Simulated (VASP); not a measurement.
Input of a VASP 6.6.1 run:

Contents of INCAR:

```
PREC     = Accurate       # precision mode
ENCUT    = 520            # plane-wave cutoff, eV
EDIFF    = 1E-6           # SCF threshold, eV
ISMEAR   = -1             # smearing method
SIGMA    = 0.05           # smearing width, eV
LREAL    = False          # projectors in reciprocal space
LASPH    = True           # aspherical terms in the spheres
NELM     = 80             # most SCF steps
ALGO     = Normal         # electronic algorithm
ISIF     = 2              # what is computed and relaxed
LWAVE    = False          # write WAVECAR
LCHARG   = False          # write CHGCAR
GGA      = PS             # functional
NBANDS   = 28             # bands
```

File KPOINTS:

```
Automatic mesh
0
Gamma
  6 6 6
```

POSCAR

```
BaTiO3
1.0
    3.9855000000      0.0498187500      0.0000000000
    0.0354612500      2.8369000000      2.8451500000
   -0.0354612500     -2.8369000000      2.8451500000
Ba Ti O
1 1 3
Direct
    0.0000000000      0.0000000000      0.0000000000
    0.5000000000      0.5124000000      0.5124000000
    0.0000000000      0.4874000000      0.4874000000
    0.5000000000      0.5052400000      0.9918400000
    0.5000000000      0.9918400000      0.5052400000
```

Potentials or basis: VASP PAW PBE potentials, release 64 (Ba_sv, Ti_sv, O).

Launch:

```console
$ cat potpaw_PBE.64/Ba_sv/POTCAR potpaw_PBE.64/Ti_sv/POTCAR potpaw_PBE.64/O/POTCAR > POTCAR
$ mpirun -np 1 vasp_std > vasp.out
```

Problem. What does it give for the pressure?

Solution. -2.1 GPa.

Problem. What does it give for the largest force?

Solution. 0.280 eV/Å.

Problem. What does it give for the band gap on the k mesh?

Solution. 1.77 eV, indirect (least direct gap 1.96 eV).

Stress tensor (GPa, compression positive):
```
-1.95 -3.05  0.00
-3.05 -1.80  0.00
 0.00  0.00 -2.46
```

Caveat: the PAW data sets were made with another functional, which shifts forces and pressure a little; spin-orbit coupling is left out, which moves the levels of the heavy elements. A k mesh can miss the band edges.
